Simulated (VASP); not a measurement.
SnSe:

```xyz
2
Lattice="0.0000 2.9849 2.9849 2.9849 0.0000 2.9849 2.9849 2.9849 0.0000" Properties=species:S:1:pos:R:3 pbc="T T T"
Sn    0.0000    0.0000    0.0000
Se    2.9849    2.9849    2.9849
```

Base run:

```yaml
Program: VASP 6.6.1
Functional: PBE
Potentials_or_basis: VASP PAW PBE potentials, release 64 (Sn_d, Se)
Cutoff: 520 eV
k_mesh: 6 × 6 × 6
Occupations: gaussian, width 0.01 eV
Spin: no spin polarisation
```

Its results: band gap on the k mesh 0.69 eV; pressure 2.0 GPa.

Question: The run is repeated on the same cell with these changes: functional from PBE to HSE06; k mesh from 6 × 6 × 6 to 4 × 4 × 4. What comes out?

Answer: Band gap on the k mesh 0.61 eV; pressure -0.6 GPa.

Several settings changed at once.

Caveats: some runs use coarse meshes; spin-orbit coupling is left out, which moves the levels of the heavy elements; semilocal functionals underestimate gaps, and a narrow one can read as zero (at least some runs); the PAW data sets were made with another functional, which shifts forces and pressure a little (at least some runs).

A k mesh can miss the band edges.
